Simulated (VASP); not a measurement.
# CdTe (P6/mmm) in VASP: notebook, part 2 of 2

VASP 6.6.1. Earlier steps stand in the parts before.

## Step 4: Single point, r2SCAN

The input, POSCAR:

```
CdTe
1.0
    7.3100462313      0.0000000000      0.0000000000
   -3.6550231157      6.3306857392      0.0000000000
    0.0000000000      0.0000000000      4.0786822115
Cd Te
3 3
Direct
    0.5000000000      0.0000000000      0.0000000000
    0.5000000000      0.5000000000      0.0000000000
    0.0000000000      0.5000000000      0.0000000000
    0.0000000000      0.0000000000      0.0000000000
    0.3333333333      0.6666666667      0.5000000000
    0.6666666667      0.3333333333      0.5000000000
```

The input, INCAR.step1:

```
SYSTEM = CdTe
PREC = Accurate ; ENCUT = 520
ISMEAR = 0 ; SIGMA = 0.1
LREAL = .False. ; LASPH = .True.
NELM = 80 ; NBANDS = 36
GGA = PE ; ALGO = Normal
EDIFF = 1E-4 ; LWAVE = .True.
LCHARG = .False.
```

The input, INCAR.step2:

```
SYSTEM = CdTe
PREC = Accurate ; ENCUT = 520
EDIFF = 1E-6 ; ISMEAR = 0
SIGMA = 0.1 ; LREAL = .False.
LASPH = .True. ; NELM = 80
ALGO = Normal ; ISIF = 2
LWAVE = .False. ; LCHARG = .False.
METAGGA = R2SCAN ; LMIXTAU = .True.
NBANDS = 36 ; ISTART = 1
```

The input, KPOINTS:

```
Automatic mesh
0
Gamma
  6 6 10
  0 0 0
```

The run is started by

```
cat potpaw_PBE.64/Cd/POTCAR potpaw_PBE.64/Te/POTCAR > POTCAR
cp INCAR.step1 INCAR
mpirun -np 1 vasp_std > vasp.out
cp INCAR.step2 INCAR
mpirun -np 1 vasp_std > vasp.out
```

It took 8.9 min on 1 thread of Intel Xeon 6975P-C (Granite Rapids), shared host; peak memory 0.46 GiB.

It converged, with:

```yaml
Free_energy: -137.2188 eV
Pressure: 0.2 GPa
Band_gap_on_the_k_mesh: zero (bands 27 and 28 overlap by 1.63 eV)
```

Levels at points of the mesh, in eV from the Fermi level:
```tsv
k point	band 24	band 25	band 26	band 27	band 28	band 29	band 30	band 31
(0.00, 0.00, 0.00)	-0.80	-0.80	-0.26	-0.15	0.82	3.07	4.12	4.12
(0.50, 0.00, 0.00)	-1.16	-1.11	-1.00	0.77	1.10	1.78	3.10	3.18
(0.00, 0.00, 0.50)	-1.56	-1.56	-1.17	-1.17	-0.84	-0.84	3.75	3.75
(0.50, 0.00, 0.50)	-1.62	-1.46	-0.71	-0.63	-0.08	0.30	2.41	3.22
```

Caveat: the PAW data sets were made with another functional, which shifts forces and pressure a little; spin-orbit coupling is left out, which moves the levels of the heavy elements.

## Step 5: Relaxation of cell and atoms, r2SCAN

This run uses another cell than the first one, of 34.57 Å³/atom.

Changes to POSCAR since step 4:

```diff
@@ -2,5 +2,5 @@
 1.0
-    7.3100462313      0.0000000000      0.0000000000
-   -3.6550231157      6.3306857392      0.0000000000
-    0.0000000000      0.0000000000      4.0786822115
+    6.6711266548      0.0000000000      0.0000000000
+   -3.3355633274      5.7773651550      0.0000000000
+    0.0000000000      0.0000000000      5.3823862783
 Cd Te
```

The input, INCAR.step1:

```
SYSTEM = CdTe
ALGO = Normal ; EDIFF = 1E-4
ENCUT = 600 ; GGA = PE
ISMEAR = 0 ; LASPH = .True.
LCHARG = .False. ; LREAL = .False.
LWAVE = .True. ; NELM = 80
PREC = Accurate ; SIGMA = 0.1
```

The input, INCAR.step2:

```
SYSTEM = CdTe
ALGO = Normal ; EDIFF = 1E-7
EDIFFG = -0.04 ; ENCUT = 600
IBRION = 2 ; ISIF = 3
ISMEAR = 0 ; ISTART = 1
LASPH = .True. ; LCHARG = .False.
LMIXTAU = .True. ; LREAL = .False.
LWAVE = .False. ; METAGGA = R2SCAN
NELM = 80 ; NSW = 90
PREC = Accurate ; SIGMA = 0.1
```

The input, KPOINTS:

```
k-points
0
Gamma
  3 3 4
  0 0 0
```

The run is started by

```
cat potpaw_PBE.64/Cd/POTCAR potpaw_PBE.64/Te/POTCAR > POTCAR
cp INCAR.step1 INCAR
mpirun -np 1 vasp_std > vasp.out
cp INCAR.step2 INCAR
mpirun -np 1 vasp_std > vasp.out
```

Wall time 35 min (1 thread of Intel Xeon 6975P-C (Granite Rapids), shared host); peak memory 0.47 GiB.

Results (log left out):

```
Free energy                           : -137.2257 eV
Relaxed volume                        : 31.59 Å³/atom
Relaxed cell                          : a = 7.294 Å, b = 7.294 Å, c = 4.114 Å, α = 90.00°, β = 90.00°, γ = 120.00°
Space group after relaxing (to 0.1 Å) : P6/mmm (No. 191)
Energy gained by relaxing             : 277.9 meV/atom
Ionic steps                           : 12
Pressure after relaxing               : 0.0 GPa
Band gap on the k mesh                : zero (bands 27 and 28 overlap by 1.67 eV)
```

Step by step:
```
step  energy change (eV)  largest force (eV/Å)  pressure (GPa)  volume (Å³)
   1              0.0000                0.0000           -4.91       207.45
   2             -0.7481                0.0000            0.31       177.08
   3             -0.7522                0.0000            0.81       175.39
   4             -0.8459                0.0000            0.73       176.79
   5             -1.3165                0.0000            0.95       179.99
   6             -1.3458                0.0000            3.40       181.27
   7             -1.6190                0.0000            1.77       181.52
   8             -1.6167                0.0000            2.10       181.64
   9             -1.6326                0.0000           -0.79       194.94
  10             -1.6562                0.0000            0.37       188.96
  11             -1.6661                0.0000            0.11       189.34
  12             -1.6673                0.0000           -0.02       189.52
```

Final structure:
```
Cd Te
1.0
     7.29353    0.00000    0.00000
    -3.64676    6.31638    0.00000
     0.00000    0.00000    4.11393
Cd Te
3 3
Direct
  0.50000 0.00000 0.00000
  0.50000 0.50000 0.00000
  0.00000 0.50000 0.00000
  0.00000 0.00000 0.00000
  0.33333 0.66667 0.50000
  0.66667 0.33333 0.50000
```

Levels at points of the mesh, in eV from the Fermi level:
```tsv
k point	band 24	band 25	band 26	band 27	band 28	band 29	band 30	band 31
(0.00, 0.00, 0.00)	-0.75	-0.75	-0.34	-0.21	0.86	2.95	4.05	4.05
(0.00, 0.00, 0.50)	-1.56	-1.56	-1.19	-1.19	-0.84	-0.84	3.78	3.78
```

Caveat: the k points lie up to 0.38 Å⁻¹ apart in the final cell, too coarse for converged energies and pressures of a metal; a cell axis changed by over 15 % at a fixed basis, so the end point is rough; the PAW data sets were made with another functional, which shifts forces and pressure a little; spin-orbit coupling is left out, which moves the levels of the heavy elements.

## Step 6: Summary

```tsv
task	cell	k mesh	cutoff (eV)	gap on the mesh (eV)	pressure (GPa)
single point	a = 7.280, b = 7.280, c = 4.107 Å, angles 90.0, 90.0, 120.0°, 6 atoms	3 × 3 × 4	520	none	0.2
single point	a = 6.671, b = 6.671, c = 5.382 Å, angles 90.0, 90.0, 120.0°, 6 atoms	3 × 3 × 4	520	none	-4.9
single point	a = 7.310, b = 7.310, c = 4.079 Å, angles 90.0, 90.0, 120.0°, 6 atoms	6 × 6 × 10	520	none	0.2
relaxation of cell and atoms	relaxed from a = 6.671, b = 6.671, c = 5.382 Å, angles 90.0, 90.0, 120.0°, 6 atoms	3 × 3 × 4	600	none	0.0
```

Alike in all rows: level r2SCAN; potentials or basis VASP PAW PBE potentials, release 64 (Cd, Te); no spin polarisation; smearing gaussian 0.1 eV.

Caveats: some runs use coarse meshes; the PAW data sets were made with another functional, which shifts forces and pressure a little; spin-orbit coupling is left out, which moves the levels of the heavy elements; semilocal functionals underestimate gaps, so a narrow gap can read as zero (at least some runs); a cell axis changed by over 15 % at a fixed basis, so the end point is rough (at least some runs).

Absolute energies hang on the potentials; compare differences alone.
